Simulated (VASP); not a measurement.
A run of VASP 6.6.1 is set up as follows.

The input INCAR:

```
SYSTEM = Sn
PREC     = Accurate       ! precision mode
ENCUT    = 520            ! plane-wave cutoff, eV
EDIFF    = 1E-7           ! SCF threshold, eV
ISMEAR   = 0              ! smearing method
SIGMA    = 0.1            ! smearing width, eV
LREAL    = .FALSE.        ! projectors in reciprocal space
LASPH    = .TRUE.         ! aspherical terms in the spheres
NELM     = 80             ! most SCF steps
ALGO     = Fast           ! electronic algorithm
ISIF     = 2              ! what is computed and relaxed
LWAVE    = .FALSE.        ! write WAVECAR
LCHARG   = .TRUE.         ! write CHGCAR
GGA      = PS             ! functional
LELF     = .TRUE.         ! ELF
LVHAR    = .TRUE.       
NBANDS   = 13             ! bands
```

The input KPOINTS:

```
regular mesh
0
G
  18 18 18
  0 0 0
```

POSCAR

```
Sn
1.0
    2.1433848865      1.2374838412      1.7502977114
   -2.1433848865      1.2374838412      1.7502977114
    0.0000000000     -2.4749676825      1.7502977113
Sn
1
Direct
    0.5000000000      0.5000000000      0.5000000000
```

Potentials or basis: VASP PAW PBE potentials, release 64 (Sn_d).

The run is started by

```bash
$ cat potpaw_PBE.64/Sn_d/POTCAR > POTCAR
$ mpirun -np 1 vasp_std > vasp.out
```

Q: What does it give for the band gap on the k mesh?

A: Zero (bands 7 and 8 overlap by 7.72 eV).

Q: What does it give for the pressure?

A: -0.1 GPa.

Caveat: the PAW data sets were made with another functional, which shifts forces and pressure a little; spin-orbit coupling is left out, which moves the levels of the heavy elements.
